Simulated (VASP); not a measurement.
# CdO (nc) (Fm-3m) in VASP: further runs, part 2 of 2

VASP 6.6.1. Earlier steps stand in the parts before.

### Step 4. Relaxation of cell and atoms, PBE, target pressure 1e-06 GPa, at which the enthalpy is minimised

This run uses another cell than the first one, of 13.54 Å³/atom, 1.116 times its volume.

The input, INCAR:

```
PREC = Accurate
ENCUT = 600
EDIFF = 1E-7
ISMEAR = 0
SIGMA = 0.1
LREAL = False
LASPH = True
NELM = 120
ALGO = Normal
ISIF = 3
LWAVE = False
LCHARG = False
GGA = PE
IBRION = 2
NSW = 70
EDIFFG = -0.004
PSTRESS = 9.999999999999999e-06
GGA_COMPAT = False
NELMIN = 4
```

The input, KPOINTS:

```
Automatic mesh
0
Gamma
  14 14 14
```

The input, POSCAR:

```
CdO
1.0
    0.0000000000      2.3832290991      2.3832290991
    2.3832290991      0.0000000000      2.3832290991
    2.3832290991      2.3832290991      0.0000000000
Cd O
1 1
Direct
    0.0000000000      0.0000000000      0.0000000000
    0.5000000000      0.5000000000      0.5000000000
```

Potentials or basis: VASP PAW PBE potentials, release 64 (Cd, O).

Command:

```console
$ cat potpaw_PBE.64/Cd/POTCAR potpaw_PBE.64/O/POTCAR > POTCAR
$ mpirun -np 1 vasp_std > vasp.out
```

OUTCAR:

```text
PREC = Accurate
   ENCUT = 600
   EDIFF = 1E-7
   ISMEAR = 0
   LREAL = False
   LASPH = True
   NELM = 120
   ISIF = 3
   GGA = PE
   IBRION = 2
   NSW = 70
   EDIFFG = -0.004
   PSTRESS = 9.999999999999999e-06
   NELMIN = 4

 ion  position               nearest neighbor table
   1  0.000  0.000  0.000-   2 2.38   2 2.38   2 2.38   2 2.38   2 2.38   2 2.38
   2  0.500  0.500  0.500-   1 2.38   1 2.38   1 2.38   1 2.38   1 2.38   1 2.38

  LATTYP: Found a face centered cubic cell.
 ALAT       =     4.7664581982

  Lattice vectors:

 A1 = (   0.0000000000,   2.3832290991,   2.3832290991)
 A2 = (   2.3832290991,   0.0000000000,   2.3832290991)
 A3 = (   2.3832290991,   2.3832290991,   0.0000000000)

Analysis of symmetry for initial positions (statically):
=====================================================================
 Subroutine PRICEL returns:
 Original cell was already a primitive cell.

 Routine SETGRP: Setting up the symmetry group for a
 face centered cubic supercell.

 Subroutine GETGRP returns: Found 48 space group operations
 (whereof 48 operations were pure point group operations)
 out of a pool of 48 trial point group operations.

The static configuration has the point symmetry O_h .

Analysis of symmetry for dynamics (positions and initial velocities):
=====================================================================
 Subroutine PRICEL returns:
 Original cell was already a primitive cell.

 Routine SETGRP: Setting up the symmetry group for a
 face centered cubic supercell.

 Subroutine GETGRP returns: Found 48 space group operations
 (whereof 48 operations were pure point group operations)
 out of a pool of 48 trial point group operations.

The dynamic configuration has the point symmetry O_h .

 Subroutine INISYM returns: Found 48 space group operations
 (whereof 48 operations are pure point group operations),
 and found     1 'primitive' translations

----------------------------------------------------------------------------------------

                                     Primitive cell

  volume of cell :      27.0724

  direct lattice vectors                    reciprocal lattice vectors
     0.000000000  2.383229099  2.383229099    -0.209799385  0.209799385  0.209799385
     2.383229099  0.000000000  2.383229099     0.209799385 -0.209799385  0.209799385
     2.383229099  2.383229099  0.000000000     0.209799385  0.209799385 -0.209799385

  length of vectors
     3.370394914  3.370394914  3.370394914     0.363383195  0.363383195  0.363383195

  position of ions in fractional coordinates (direct lattice)
     0.000000000  0.000000000  0.000000000
     0.500000000  0.500000000  0.500000000

  ion indices of the primitive-cell ions
   primitive index   ion index
                 1           1
                 2           2

----------------------------------------------------------------------------------------

 KPOINTS: Automatic mesh

Automatic generation of k-mesh.
 Grid dimensions read from file:
[... 52 lines left out ...]
   ions per type =               1   1
   NGX,Y,Z   is equivalent  to a cutoff of  13.81, 13.81, 13.81 a.u.
   NGXF,Y,Z  is equivalent  to a cutoff of  27.62, 27.62, 27.62 a.u.
 SYSTEM =  unknown system
   PREC   = accura    normal or accurate (medium, high low for compatibility)
   ISTART =      0    job   : 0-new  1-cont  2-samecut
   ICHARG =      2    charge: 1-file 2-atom 10-const
   ISPIN  =      1    spin polarized calculation?
   LNONCOLLINEAR =      F non collinear calculations
   LSORBIT =      F    spin-orbit coupling
   LASPH  =      T    aspherical Exc in radial PAW
   ENCUT  =  600.0 eV  44.10 Ry    6.64 a.u.   6.73  6.73  6.73*2*pi/ulx,y,z
   NELM   =    120;   NELMIN=  4; NELMDL= -5     # of ELM steps
   EDIFF  = 0.1E-06   stopping-criterion for ELM
   LREAL  =      F    real-space projection
   EDIFFG = -.4E-02   stopping-criterion for IOM
   NSW    =     70    number of steps for IOM
   IBRION =      2    ionic relax: 0-MD 1-quasi-New 2-CG
   NFREE  =      1    steps in history (QN), initial steepest desc. (CG)
   ISIF   =      3    stress and relaxation
   ISYM   =      2    0-nonsym 1-usesym 2-fastsym
   POTIM  = 0.5000    time-step for ionic-motion
   TEBEG  =    0.0;   TEEND  =   0.0 temperature during run
   PSTRESS=    0.0 pullay stress
   NELECT =      18.0000    total number of electrons
   NUPDOWN=      -1.0000    fix difference up-down
   EMIN   =  10.00;   EMAX   =-10.00  energy-range for DOS
   EFERMI =   0.00;   METHOD = LEGACY
   ISMEAR =     0;   SIGMA  =   0.10  broadening in eV -4-tet -1-fermi 0-gaus
   EFERMI_NEDOS =   21; number of points for ismear=-14 and -15
   IALGO  =     38    algorithm
   IMIX   =      4    mixing-type and parameters
     AMIX     =   0.40;   BMIX     =  1.00
     AMIX_MAG =   1.60;   BMIX_MAG =  1.00
  volume/ion in A,a.u.               =      13.54        91.35
  Fermi-wavevector in a.u.,A,eV,Ry     =   1.428861  2.700155 27.778236  2.041643
  Thomas-Fermi vector in A             =   2.548877
   LORBIT       =      0    0 simple, 1 ext, 2 COOP (PROOUT), +10 PAW based schemes
   GGA     = PE    functional components
   LHFCALC =     F    Hartree Fock is set to
   AEXX    =    0.0000 exact exchange contribution
   IVDW    =     0    specifies the selected vdW correction
   LEPSILON=     F    determine dielectric tensor
   LRPA    =     F    only Hartree local field effects (RPA)
 conjugate gradient relaxation of ions
 non-spin polarized calculation
 Gauss-broadening in eV      SIGMA  =   0.10
  energy-cutoff  :      600.00
  volume of cell :       27.07
 maximum number of plane-waves:       934
   NGX = 13   NGY = 13   NGZ = 13

--------------------------------------- Ionic step        1  -------------------------------------------

 number of electron      17.9999995 magnetization

 Free energy of the ion-electron system (eV)
  ---------------------------------------------------
  ext. energy  EPLUGINS =         0.00000000
  ---------------------------------------------------
  free energy    TOTEN  =        -7.72921861 eV

  energy without entropy =       -7.72882391  energy(sigma->0) =       -7.72902126

------------------------ aborting loop because EDIFF is reached ----------------------------------------

  FORCE on cell =-STRESS in cart. coord.  units (eV):
  Direction    XX          YY          ZZ          XY          YZ          ZX
  --------------------------------------------------------------------------------------
  -------------------------------------------------------------------------------------
  Total        0.1874919      0.1874919      0.1874919      0.0000000      0.0000000     -0.0000000
  in kB       11.0959841     11.0959841     11.0959841      0.0000000      0.0000000     -0.0000000
  external PRESSURE =      11.0959741 kB  Pullay stress =       0.0000100 kB
[... 63 lines left out ...]
--------------------------------------- Ionic step        3  -------------------------------------------

 number of electron      17.9999994 magnetization

 Free energy of the ion-electron system (eV)
  ---------------------------------------------------
  ext. energy  EPLUGINS =         0.00000000
  ---------------------------------------------------
  free energy    TOTEN  =        -7.73001893 eV

  energy without entropy =       -7.72959073  energy(sigma->0) =       -7.72980483

 E-fermi :   1.6722     XC(G=0): -11.4113

 val. band max:        1.5667457811   @ k =   0.5000   0.0000   0.0000
 cond. band min:       1.7320333689   @ k =   0.0714   0.0000   0.0000
 fundamental gap:      0.1652875879
 Fermi energy:         1.6722120732

 k-point     1 :       0.0000    0.0000    0.0000
  band No.  band energies     occupation
      1     -15.4362      2.00000
      2      -5.0556      2.00000
      3      -5.0556      2.00000
      4      -5.0556      2.00000
      5      -4.7816      2.00000
      6      -4.7816      2.00000
      7       0.4239      2.00000
      8       0.4239      2.00000
      9       0.4239      2.00000
     10       1.0443      2.00000
     11      16.4752      0.00000
     12      18.2461      0.00000
     13      18.2461      0.00000
[... 354 lines left out ...]
  band No.  band energies     occupation
      1     -15.0754      2.00000
      2      -5.3560      2.00000
      3      -5.2381      2.00000
      4      -5.0420      2.00000
      5      -4.8604      2.00000
      6      -4.6648      2.00000
      7      -1.5154      2.00000
      8       0.4809      2.00000
      9       0.6869      2.00000
     10       4.6730      0.00000
     11      11.8562      0.00000
     12      13.4713      0.00000
     13      14.8789      0.00000

 [... further k-points ...]

------------------------ aborting loop because EDIFF is reached ----------------------------------------

  FORCE on cell =-STRESS in cart. coord.  units (eV):
  Direction    XX          YY          ZZ          XY          YZ          ZX
  --------------------------------------------------------------------------------------
  -------------------------------------------------------------------------------------
  Total        0.0008639      0.0008639      0.0008639     -0.0000000      0.0000000     -0.0000000
  in kB        0.0506871      0.0506871      0.0506871     -0.0000000      0.0000000     -0.0000000
  external PRESSURE =       0.0506771 kB  Pullay stress =       0.0000100 kB
[... 21 lines left out ...]
  energy  without entropy=       -7.7295907264  energy(sigma->0) =       -7.72980483

  enthalpy is  TOTEN    =        -7.7300187605 eV   P V=        0.0000001704

 reached required accuracy - stopping structural energy minimisation
```

CONTCAR:

```text
CdO
   1.00000000000000
     0.0000000000000000    2.3900704331721303    2.3900704331721303
     2.3900704331721303    0.0000000000000000    2.3900704331721303
     2.3900704331721303    2.3900704331721303    0.0000000000000000
  Cd              O
     1     1
Direct
     0.0000000000000000    0.0000000000000000    0.0000000000000000
     0.5000000000000000    0.5000000000000000    0.5000000000000000

  0.00000000E+00  0.00000000E+00  0.00000000E+00
  0.00000000E+00  0.00000000E+00  0.00000000E+00
```

Wall time 58 s (1 thread of AMD EPYC 9R45 (Zen 5), shared host); peak memory 0.17 GiB.

Results:

```yaml
Free_energy: -7.7300 eV
Relaxed_volume: 13.65 Å³/atom
Relaxed_cell: a = 3.380 Å, b = 3.380 Å, c = 3.380 Å, α = 60.00°, β = 60.00°, γ = 60.00°
Space_group_after_relaxing_to_0.05_Å: Fm-3m (No. 225)
Energy_change_on_relaxing_the_enthalpy_is_what_falls: -0.4 meV/atom
Ionic_steps: 3
Pressure_after_relaxing: 0.0 GPa
Band_gap_on_the_k_mesh: zero (band 9 reaches 1.57 eV, above the bottom of band 10 at 1.04 eV)
```

Step by step:
```tsv
step	energy change (eV)	largest force (eV/Å)	pressure (GPa)	volume (Å³)
1	0.0000	0.0000	1.11	27.07
2	-0.0005	0.0000	-0.61	27.44
3	-0.0008	0.0000	0.01	27.31
```

Final structure:
```xyz
2
Lattice="0.0000 2.3901 2.3901 2.3901 0.0000 2.3901 2.3901 2.3901 0.0000" Properties=species:S:1:pos:R:3 pbc="T T T"
Cd    0.0000    0.0000    0.0000
O     2.3901    2.3901    2.3901
```

Levels at points of the mesh, in eV from the Fermi level:
```tsv
k point	band 7	band 8	band 9	band 10	band 11	band 12
(0.00, 0.00, 0.00)	-1.25	-1.25	-1.25	-0.63	14.80	16.57
(0.50, 0.00, 0.00)	-3.79	-0.11	-0.11	4.31	6.85	11.59
(0.50, 0.50, 0.00)	-4.07	-2.17	-2.17	3.57	8.23	10.93
```

Caveat: the cell is relaxed towards a set pressure, so the enthalpy falls and the energy may rise. PBE usually gives volumes a little too large and moduli too small.

### Step 5. The runs side by side

```csv
cell,gap on the mesh (eV),pressure (GPa)
"relaxed to 18 GPa from a = 3.249 Å, angles 60.0°, 2 atoms",none,18.0
"relaxed to 1e-06 GPa from a = 3.249 Å, angles 60.0°, 2 atoms",none,0.0
"relaxed to 1e-06 GPa from a = 3.370 Å, angles 60.0°, 2 atoms",none,0.0
```

Alike in all rows: task relaxation of cell and atoms; level PBE; potentials or basis VASP PAW PBE potentials, release 64 (Cd, O); no spin polarisation; k mesh 14 × 14 × 14; cutoff (eV) 600; smearing gaussian 0.1 eV.

Caveats: the cell is relaxed towards a set pressure, so the enthalpy falls and the energy may rise.

Total energies depend on the potentials used, so only differences within one code and one set of settings carry meaning.
